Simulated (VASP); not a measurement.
# NaCl (Fm-3m) in VASP: single point with HSE06

Aim: the single point of NaCl with HSE06.

Program: VASP 6.6.1. These are calculated values, not measurements. Logs are shortened: lines on timing, memory, paths and dates and some standing lists are left out, and cuts for length are marked.

### 1 The cell of the first run

The structure is cubic, space group Fm-3m (No. 225). Conventional cell: a = 5.605 Å, b = 5.605 Å, c = 5.605 Å, α = 90.00°, β = 90.00°, γ = 90.00°. Within 3.7 Å of Na (site symmetry m-3m) lie 6 Cl at 2.80 Å. Cl (site symmetry m-3m) has 6 Na at 2.80 Å within 3.7 Å.

### 2 Single point, HSE06

File POSCAR:

```
NaCl
1.0
    0.0000000000      2.8027319633      2.8027319633
    2.8027319633      0.0000000000      2.8027319633
    2.8027319633      2.8027319633      0.0000000000
Na Cl
1 1
Direct
    0.0000000000      0.0000000000      0.0000000000
    0.5000000000      0.5000000000      0.5000000000
```

File INCAR.step1:

```
SYSTEM = NaCl
PREC = Accurate
ENCUT = 520
EDIFF = 1E-5
ISMEAR = 0
SIGMA = 0.01
LREAL = .FALSE.
LASPH = .TRUE.
NELM = 60
ALGO = Normal
ISIF = 2
LWAVE = .TRUE.
LCHARG = .FALSE.
NBANDS = 14
GGA = PE
```

File INCAR.step2:

```
SYSTEM = NaCl
PREC = Accurate
ENCUT = 520
EDIFF = 1E-6
ISMEAR = 0
SIGMA = 0.01
LREAL = .FALSE.
LASPH = .TRUE.
NELM = 60
ALGO = Normal
ISIF = 2
LWAVE = .FALSE.
LCHARG = .FALSE.
GGA = PE
LHFCALC = .TRUE.
HFSCREEN = 0.2079
PRECFOCK = Normal
NBANDS = 14
ISTART = 1
```

File KPOINTS:

```
regular mesh
0
G
  6 6 6
  0 0 0
```

Potentials or basis: VASP PAW PBE potentials, release 64 (Na_pv, Cl).

Run with:

```bash
$ cat potpaw_PBE.64/Na_pv/POTCAR potpaw_PBE.64/Cl/POTCAR > POTCAR
$ cp INCAR.step1 INCAR
$ mpirun -np 1 vasp_std > vasp.out
$ cp INCAR.step2 INCAR
$ mpirun -np 1 vasp_std > vasp.out
```

OUTCAR:

```text
SYSTEM = NaCl
   PREC = Accurate
   ENCUT = 520
   EDIFF = 1E-6
   ISMEAR = 0
   LREAL = .FALSE.
   LASPH = .TRUE.
   NELM = 60
   ISIF = 2
   GGA = PE
   LHFCALC = .TRUE.
   HFSCREEN = 0.2079
   PRECFOCK = Normal
   ISTART = 1

 ion  position               nearest neighbor table
   1  0.000  0.000  0.000-
   2  0.500  0.500  0.500-

  LATTYP: Found a face centered cubic cell.
 ALAT       =     5.6054639266

  Lattice vectors:

 A1 = (   0.0000000000,   2.8027319633,   2.8027319633)
 A2 = (   2.8027319633,   0.0000000000,   2.8027319633)
 A3 = (   2.8027319633,   2.8027319633,   0.0000000000)

Analysis of symmetry for initial positions (statically):
=====================================================================
 Subroutine PRICEL returns:
 Original cell was already a primitive cell.

 Routine SETGRP: Setting up the symmetry group for a
 face centered cubic supercell.

 Subroutine GETGRP returns: Found 48 space group operations
 (whereof 48 operations were pure point group operations)
 out of a pool of 48 trial point group operations.

The static configuration has the point symmetry O_h .

Analysis of symmetry for dynamics (positions and initial velocities):
=====================================================================
 Subroutine PRICEL returns:
 Original cell was already a primitive cell.

 Routine SETGRP: Setting up the symmetry group for a
 face centered cubic supercell.

 Subroutine GETGRP returns: Found 48 space group operations
 (whereof 48 operations were pure point group operations)
 out of a pool of 48 trial point group operations.

The dynamic configuration has the point symmetry O_h .

 Subroutine INISYM returns: Found 48 space group operations
 (whereof 48 operations are pure point group operations),
 and found     1 'primitive' translations

----------------------------------------------------------------------------------------

                                     Primitive cell

  volume of cell :      44.0326

  direct lattice vectors                    reciprocal lattice vectors
     0.000000000  2.802731963  2.802731963    -0.178397366  0.178397366  0.178397366
     2.802731963  0.000000000  2.802731963     0.178397366 -0.178397366  0.178397366
     2.802731963  2.802731963  0.000000000     0.178397366  0.178397366 -0.178397366

  length of vectors
     3.963661554  3.963661554  3.963661554     0.308993302  0.308993302  0.308993302

  position of ions in fractional coordinates (direct lattice)
     0.000000000  0.000000000  0.000000000
     0.500000000  0.500000000  0.500000000

  ion indices of the primitive-cell ions
   primitive index   ion index
                 1           1
                 2           2

----------------------------------------------------------------------------------------

 KPOINTS: regular mesh

Automatic generation of k-mesh.
 Grid dimensions read from file:
 generate k-points for:    6    6    6

 Generating k-lattice:

  Cartesian coordinates                     Fractional coordinates (reciprocal lattice)
    -0.029732894  0.029732894  0.029732894     0.166666667  0.000000000  0.000000000
     0.029732894 -0.029732894  0.029732894     0.000000000  0.166666667  0.000000000
     0.029732894  0.029732894 -0.029732894     0.000000000  0.000000000  0.166666667

  Length of vectors
     0.051498884  0.051498884  0.051498884

  Shift w.r.t. Gamma in fractional coordinates (k-lattice)
     0.000000000  0.000000000  0.000000000

 Subroutine IBZKPT returns following result:
 ===========================================

 Found     16 irreducible k-points:

 Following reciprocal coordinates:
            Coordinates               Weight
  0.000000  0.000000  0.000000      1.000000
  0.166667  0.000000  0.000000      8.000000
  0.333333  0.000000  0.000000      8.000000
  0.500000  0.000000  0.000000      4.000000
  0.166667  0.166667  0.000000      6.000000
  0.333333  0.166667  0.000000     24.000000
[... 8 lines left out ...]
 -0.333333  0.333333  0.166667     24.000000
 -0.333333  0.500000  0.166667     12.000000
   k-points           NKPTS =     16   k-points in BZ     NKDIM =    216   number of bands    NBANDS=     14
   number of dos      NEDOS =    301   number of ions     NIONS =      2
   total plane-waves  NPLWV =  27000
   dimension x,y,z NGX =    30 NGY =   30 NGZ =   30
   dimension x,y,z NGXF=    60 NGYF=   60 NGZF=   60
   ions per type =               1   1
   NGX,Y,Z   is equivalent  to a cutoff of  12.58, 12.58, 12.58 a.u.
   NGXF,Y,Z  is equivalent  to a cutoff of  25.17, 25.17, 25.17 a.u.
 SYSTEM =  NaCl
   PREC   = accura    normal or accurate (medium, high low for compatibility)
   ISTART =      1    job   : 0-new  1-cont  2-samecut
   ICHARG =      0    charge: 1-file 2-atom 10-const
   ISPIN  =      1    spin polarized calculation?
   LNONCOLLINEAR =      F non collinear calculations
   LSORBIT =      F    spin-orbit coupling
   LASPH  =      T    aspherical Exc in radial PAW
   ENCUT  =  520.0 eV  38.22 Ry    6.18 a.u.   7.37  7.37  7.37*2*pi/ulx,y,z
   NELM   =     60;   NELMIN=  2; NELMDL=  0     # of ELM steps
   EDIFF  = 0.1E-05   stopping-criterion for ELM
   LREAL  =      F    real-space projection
   EDIFFG = 0.1E-04   stopping-criterion for IOM
   NSW    =      0    number of steps for IOM
   IBRION =     -1    ionic relax: 0-MD 1-quasi-New 2-CG
   NFREE  =      0    steps in history (QN), initial steepest desc. (CG)
   ISIF   =      2    stress and relaxation
   ISYM   =      3    0-nonsym 1-usesym 2-fastsym
   POTIM  = 0.5000    time-step for ionic-motion
   TEBEG  =    0.0;   TEEND  =   0.0 temperature during run
   PSTRESS=    0.0 pullay stress
   NELECT =      14.0000    total number of electrons
   NUPDOWN=      -1.0000    fix difference up-down
   EMIN   =  10.00;   EMAX   =-10.00  energy-range for DOS
   EFERMI =   0.00;   METHOD = LEGACY
   ISMEAR =     0;   SIGMA  =   0.01  broadening in eV -4-tet -1-fermi 0-gaus
   EFERMI_NEDOS =   21; number of points for ismear=-14 and -15
   IALGO  =     38    algorithm
   IMIX   =      1    mixing-type and parameters
     AMIX     =   0.40;   BMIX     =  1.00
     AMIX_MAG =   1.60;   BMIX_MAG =  1.00
  volume/ion in A,a.u.               =      22.02       148.57
  Fermi-wavevector in a.u.,A,eV,Ry     =   1.117359  2.111502 16.986744  1.248490
  Thomas-Fermi vector in A             =   2.253981
   LORBIT       =      0    0 simple, 1 ext, 2 COOP (PROOUT), +10 PAW based schemes
   GGA     = PE    functional components
   LHFCALC =     T    Hartree Fock is set to
   PRECFOCK=normal    Normal, Fast or Accurate (Low or Medium for compatibility)
   ENCUT4O =  -1.0   cutoff for four orbital integrals eV
   NKREDX  =     1    reduce k-point grid by
   NKREDY  =     1    reduce k-point grid by
   NKREDZ  =     1    reduce k-point grid by
   AEXX    =    0.2500 exact exchange contribution
   HFSCREEN=    0.2079 screening length (either q_TF or 0.3 A-1)
   HFSCREENC=   0.2079 screening length for correlation (either q_TF or 0.3 A-1)
   ENCUTFOCK=  -1.0 apply spherical cutoff to Coloumb kernel
   IVDW    =     0    specifies the selected vdW correction
   LEPSILON=     F    determine dielectric tensor
   LRPA    =     F    only Hartree local field effects (RPA)
 non-spin polarized calculation
 Gauss-broadening in eV      SIGMA  =   0.01
  energy-cutoff  :      520.00
  volume of cell :       44.03
 maximum number of plane-waves:      1243
 NGX is ok and might be reduce to    30
  NGX = 24; NGY = 24; NGZ = 24

 number of electron      14.0000003 magnetization

 Free energy of the ion-electron system (eV)
  ---------------------------------------------------
  ext. energy  EPLUGINS =         0.00000000
  ---------------------------------------------------
  free energy    TOTEN  =        -7.87557103 eV

  energy without entropy =       -7.87557103  energy(sigma->0) =       -7.87557103

 E-fermi :  -1.5564     XC(G=0):  -6.8608

 val. band max:       -1.6183872725   @ k =   0.0000   0.0000   0.0000
 cond. band min:       4.9317796543   @ k =   0.0000   0.0000   0.0000
 fundamental gap:      6.5501669268
 Fermi energy:        -1.5563538988

 k-point     1 :       0.0000    0.0000    0.0000
  band No.  band energies     occupation
      1     -24.4647      2.00000
      2     -24.4647      2.00000
      3     -24.4647      2.00000
      4     -15.5138      2.00000
      5      -1.6184      2.00000
      6      -1.6184      2.00000
      7      -1.6184      2.00000
      8       4.9318      0.00000
      9      11.0224      0.00000
     10      11.0224      0.00000
     11      11.0224      0.00000
     12      13.3736      0.00000
     13      13.3736      0.00000
     14      14.7271      0.00000

 k-point     2 :       0.1667    0.0000    0.0000
  band No.  band energies     occupation
      1     -24.4723      2.00000
      2     -24.4652      2.00000
      3     -24.4652      2.00000
      4     -15.4223      2.00000
      5      -2.2549      2.00000
      6      -1.6953      2.00000
      7      -1.6953      2.00000
      8       5.7701      0.00000
      9      10.1890      0.00000
     10      11.3312      0.00000
     11      11.3312      0.00000
     12      13.0321      0.00000
     13      13.0321      0.00000
     14      16.0197      0.00000

 k-point     3 :       0.3333    0.0000    0.0000
  band No.  band energies     occupation
      1     -24.4873      2.00000
      2     -24.4660      2.00000
      3     -24.4660      2.00000
      4     -15.2309      2.00000
      5      -3.2786      2.00000
      6      -1.8424      2.00000
      7      -1.8424      2.00000
      8       6.8754      0.00000
      9      10.0707      0.00000
     10      11.1664      0.00000
     11      11.1664      0.00000
     12      14.1605      0.00000
     13      14.1605      0.00000
     14      15.3675      0.00000
[... 188 lines left out ...]
 k-point    15 :      -0.3333    0.3333    0.1667
  band No.  band energies     occupation
      1     -24.4850      2.00000
      2     -24.4758      2.00000
      3     -24.4706      2.00000
      4     -15.0737      2.00000
      5      -3.2272      2.00000
      6      -2.6993      2.00000
      7      -2.2045      2.00000
      8       8.7674      0.00000
      9       9.1319      0.00000
     10       9.8958      0.00000
     11      11.9273      0.00000
     12      14.3601      0.00000
     13      15.8834      0.00000
     14      16.9887      0.00000

 k-point    16 :      -0.3333    0.5000    0.1667
  band No.  band energies     occupation
      1     -24.4820      2.00000
      2     -24.4759      2.00000
      3     -24.4744      2.00000
      4     -15.0589      2.00000
      5      -3.2002      2.00000
      6      -2.6231      2.00000
      7      -2.4010      2.00000
      8       8.3286      0.00000
      9       8.6777      0.00000
     10      10.4834      0.00000
     11      12.1663      0.00000
     12      15.4474      0.00000
     13      16.5632      0.00000
     14      16.6007      0.00000

------------------------ aborting loop because EDIFF is reached ----------------------------------------

  FORCE on cell =-STRESS in cart. coord.  units (eV):
  Direction    XX          YY          ZZ          XY          YZ          ZX
  --------------------------------------------------------------------------------------
  -------------------------------------------------------------------------------------
  Total        0.1917494      0.1917494      0.1917494      0.0000000      0.0000000      0.0000000
  in kB        6.9770202      6.9770202      6.9770202      0.0000000      0.0000000      0.0000000
  external PRESSURE =       6.9770202 kB  Pullay stress =       0.0000000 kB

 VOLUME and BASIS-vectors are now :
 -----------------------------------------------------------------------------
  energy-cutoff  :      520.00
  volume of cell :       44.03
      direct lattice vectors                 reciprocal lattice vectors
     0.000000000  2.802731963  2.802731963    -0.178397366  0.178397366  0.178397366
     2.802731963  0.000000000  2.802731963     0.178397366 -0.178397366  0.178397366
     2.802731963  2.802731963  0.000000000     0.178397366  0.178397366 -0.178397366

 POSITION                                       TOTAL-FORCE (eV/Angst)
 -----------------------------------------------------------------------------------
      0.00000      0.00000      0.00000        -0.000000     -0.000000      0.000000
      2.80273      2.80273      2.80273         0.000000      0.000000     -0.000000
 -----------------------------------------------------------------------------------
    total drift:                               -0.000001     -0.000002     -0.000003

  FREE ENERGIE OF THE ION-ELECTRON SYSTEM (eV)
  ---------------------------------------------------
  free  energy   TOTEN  =        -7.8755710284 eV

  energy  without entropy=       -7.8755710284  energy(sigma->0) =       -7.87557103
```

Wall time 16 min (1 thread of Intel Xeon 6975P-C, shared host); peak memory 0.28 GiB.

What came out:

* Free energy: -7.8756 eV
* Pressure: 0.7 GPa
* Band gap on the k mesh: 6.55 eV, direct

Levels at points of the mesh, in eV from the valence-band top:
```
           k point  band 4  band 5  band 6  band 7  band 8  band 9  band 10  band 11
(0.00, 0.00, 0.00)  -13.90    0.00    0.00    0.00    6.55   12.64    12.64    12.64
(0.50, 0.00, 0.00)  -13.51   -2.10   -0.29   -0.29    8.66   12.40    12.55    12.55
(0.50, 0.50, 0.00)  -13.45   -1.83   -0.66   -0.66    9.05    9.40    13.03    16.65
```

Caveat: the PAW data sets were made with another functional, which shifts forces and pressure a little.
